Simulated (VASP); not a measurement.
## Ru: single point with PBEsol

The system is Ru.

```xyz
6
Lattice="1.8844 -1.8844 0.0000 1.8844 0.0000 -1.8844 8.1658 7.2236 7.2236" Properties=species:S:1:pos:R:3 pbc="T T T"
Ru    3.1406   -0.6283   -0.6283
Ru    6.9094    6.9094    6.9094
Ru    3.1406    1.2562    1.2562
Ru    6.9094    3.1406    3.1406
Ru    3.1406    3.1406    3.1406
Ru    6.9094    5.0250    5.0250
```

This cell differs from its parent crystal: the part above a cut slid along it.

| Quantity | Value |
| --- | --- |
| Program | VASP 6.6.1 |
| Task | single point |
| Functional | PBEsol |
| Potentials or basis | VASP PAW PBE potentials, release 64 (Ru_pv) |
| Cutoff | 520 eV |
| k mesh | 19 × 19 × 4 |
| Occupations | gaussian, width 0.15 eV |
| Spin | no spin polarisation |
| Dipole correction | no |
| Further INCAR settings | ALGO = Fast; EDIFF = 1e-06; NBANDS = 51 |

```
Pressure               : 3.7 GPa
Largest force          : 2.288 eV/Å
Band gap on the k mesh : zero (bands 42 and 43 overlap by 3.01 eV)
```

Forces on the atoms (eV/Å):
```
Ru   0.390  1.594  1.594
Ru  -0.390 -1.594 -1.594
Ru  -0.258 -0.035 -0.035
Ru  -0.017  0.016  0.016
Ru   0.017 -0.016 -0.016
Ru   0.258  0.035  0.035
```

Stress tensor (GPa, compression positive):
```
-0.59 -0.44 -0.44
-0.44  5.89  5.72
-0.44  5.72  5.89
```

Levels at points of the mesh, in eV from the Fermi level:
```csv
k point,band 39,band 40,band 41,band 42,band 43,band 44,band 45,band 46
"(0.00, 0.00, 0.00)",-2.16,-1.70,-1.58,-0.77,-0.34,-0.19,-0.19,-0.18
"(0.00, 0.00, 0.50)",-2.20,-2.16,-0.75,-0.41,-0.19,-0.17,-0.14,-0.11
```

It took 46 min on 1 thread of Oxide Virtual Turin-like Processor, with other jobs on the host, peak memory 0.97 GiB.

Caveat: the cell differs from its parent crystal (the part above a cut slid along it); the stress differs along the axes, from -1 to 6 GPa; the PAW data sets were made with another functional, which shifts forces and pressure a little.
